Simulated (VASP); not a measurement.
Runs of VASP 6.6.1 on CsH (rocksalt type). The structure is that of space group Fm-3m (No. 225), or close to it. The cells are those of the table. 

| task | potentials or basis | cell | cutoff (eV) | second run | k mesh for the DOS | occupations for the DOS | gap on the mesh (eV) | pressure (GPa) |
| --- | --- | --- | --- | --- | --- | --- | --- | --- |
| single point | VASP PAW LDA potentials, release 64 (Cs_sv, H) | a = 3.595 Å, angles 60.0°, 2 atoms | 520 | - | - | - | 0.21 | 19.1 |
| single point | VASP PAW LDA potentials, release 64 (Cs_sv, H_h) | a = 3.595 Å, angles 60.0°, 2 atoms | 910 | hard_potentials | - | - | 0.21 | 19.1 |
| single point | VASP PAW LDA potentials, release 64 (Cs_sv, H) | a = 3.253 Å, angles 60.0°, 2 atoms | 520 | - | - | - | none | 55.7 |
| single point | VASP PAW LDA potentials, release 64 (Cs_sv, H) | a = 3.968 Å, angles 60.0°, 2 atoms | 520 | - | - | - | 1.17 | 5.0 |
| single point | VASP PAW LDA potentials, release 64 (Cs_sv, H) | a = 3.790 Å, angles 60.0°, 2 atoms | 520 | - | - | - | 0.81 | (a) |
| single point | VASP PAW LDA potentials, release 64 (Cs_sv, H) | a = 3.421 Å, angles 60.0°, 2 atoms | 520 | - | - | - | none | 33.0 |
| single point | VASP PAW LDA potentials, release 64 (Cs_sv, H_h) | a = 3.253 Å, angles 60.0°, 2 atoms | 910 | hard_potentials | - | - | none | 55.7 |
| single point | VASP PAW LDA potentials, release 64 (Cs_sv, H) | a = 4.131 Å, angles 60.0°, 2 atoms | 520 | - | - | - | 1.46 | (b) |

Alike in all rows: level LDA; no spin polarisation; k mesh 12 × 12 × 12; smearing fermi-dirac 0.05 eV.

Task: Estimate the missing entries.

Result: (a) 9.9; (b) 2.1.

Caveats: spin-orbit coupling is left out, which moves the levels of the heavy elements.

A k mesh can miss the band edges, and the runs leave out spin-orbit coupling on Cs.

A gap of «none» marks levels without a gap at the run's occupations.
